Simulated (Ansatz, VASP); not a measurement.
# Two plane-wave programs on SrO

```xyz
4
Lattice="4.2700 0.0000 0.0000 -2.1350 3.6979 0.0000 0.0000 0.0000 5.1445" Properties=species:S:1:pos:R:3 pbc="T T T"
Sr    0.0000    2.4653    4.8229
Sr    2.1350    1.2326    2.2507
O     0.0000    2.4653    2.2507
O     2.1350    1.2326    4.8229
```

Alike in both runs: task single point; functional r2SCAN; k mesh 6 × 6 × 4; no spin polarisation.

|  | VASP | Ansatz |
| --- | --- | --- |
| version | VASP 6.6.1 | Ansatz 0.2.0 |
| potentials or method | VASP PAW PBE potentials, release 64 (Sr_sv, O) | plane waves, PAW |
| plane-wave cutoff (eV) | 520 | 500 |
| occupations | gaussian, width 0.01 eV | fixed |
| valence electrons in the cell | 32 | 32 |

```tsv
	VASP	Ansatz	Ansatz less VASP
gap on the k mesh at the Fermi level (eV)	3.02	3.03	+0.010
pressure (GPa)	0.5	0.0	-0.46
```

VASP's potentials were made for PBE, not for r2SCAN.
